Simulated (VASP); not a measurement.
Set up this calculation in VASP 6.6.1, as the native input.

- Task: single point
- Functional: PBEsol
- Potentials or basis: VASP PAW PBE potentials, release 64 (Cu)
- Cutoff: 520 eV
- k mesh: 16 × 16 × 16
- Occupations: fermi-dirac, width 0.08 eV
- Spin: no spin polarisation
- Dipole correction: no
- Further INCAR settings: ALGO = Normal; EDIFF = 1e-06; NBANDS = 18

The structure of Cu lies in POSCAR:

```
Cu
1.0
    0.0000000000      2.0497590749      2.0497590749
    2.0497590749      0.0000000000      2.0497590749
    2.0497590749      2.0497590749      0.0000000000
Cu
2
Direct
   -0.1250000000     -0.1250000000     -0.1250000000
    0.1250000000      0.1250000000      0.1250000000
```

The input as run:

INCAR

```
PREC     = Accurate       # precision mode
ENCUT    = 520            # plane-wave cutoff, eV
EDIFF    = 1E-6           # SCF threshold, eV
ISMEAR   = -1             # smearing method
SIGMA    = 0.08           # smearing width, eV
LREAL    = F              # projectors in reciprocal space
LASPH    = T              # aspherical terms in the spheres
NELM     = 60             # most SCF steps
ALGO     = Normal         # electronic algorithm
ISIF     = 2              # what is computed and relaxed
LWAVE    = F              # write WAVECAR
LCHARG   = F              # write CHGCAR
GGA      = PS             # functional
NBANDS   = 18             # bands
```

KPOINTS

```
Automatic mesh
0
Gamma
  16 16 16
```

Potentials or basis: VASP PAW PBE potentials, release 64 (Cu).

Run with:

```console
$ cat potpaw_PBE.64/Cu/POTCAR > POTCAR
$ mpirun -np 1 vasp_std > vasp.out
```

Results of the run:

The pressure is 290.8 GPa and the band gap on the k mesh is zero (band 11 reaches 14.57 eV, above the bottom of band 12 at 12.97 eV).

Caveat: the PAW data sets were made with another functional, which shifts forces and pressure a little.

It took 100 s on 1 thread of AMD EPYC 7R13, on a shared host, peak memory 0.13 GiB.
